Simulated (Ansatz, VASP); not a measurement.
# LaNbO in VASP and in Ansatz

```
CELL_PARAMETERS angstrom
3.60475 0.00000 0.00000
0.00000 3.60475 0.00000
0.00000 0.00000 8.42604
ATOMIC_POSITIONS crystal
La 0.50000 0.00000 0.83627
La 0.00000 0.50000 0.16373
Nb 0.00000 0.50000 0.56739
Nb 0.50000 0.00000 0.43261
O 0.00000 0.50000 0.83846
O 0.50000 0.00000 0.16154
```

Alike in both runs: functional PBE; k mesh 8 × 8 × 4; occupations gaussian, width 0.1 eV; no spin polarisation.

Ansatz relaxed the structure, and its values are those at the end. VASP's run is a single point on that final structure, the one shown.

|  | VASP | Ansatz |
| --- | --- | --- |
| version | VASP 6.6.1 | Ansatz 0.2.0 |
| potentials or method | VASP PAW PBE potentials, release 64 (La, Nb_sv, O), cutoff 520 eV | scalar-relativistic, plane waves, PAW |
| valence electrons in the cell | 60 | 60 |

VASP gave:

| Quantity | Value |
| --- | --- |
| gap on the k mesh at the Fermi level (eV) | none |
| pressure (GPa) | -0.3 |
| rms of the force components (eV/Å) | 0.005 |

**Question.** What did Ansatz give for the same quantities?

**Answer.** gap on the k mesh at the Fermi level (eV): none; pressure (GPa): 0.0; rms of the force components (eV/Å): 0.000.

A gap of «none» marks a metal or a gap that the smearing closes. The functional is the same, so the differences come from potentials, cutoffs and numerics.

Neither program's run includes spin-orbit coupling.
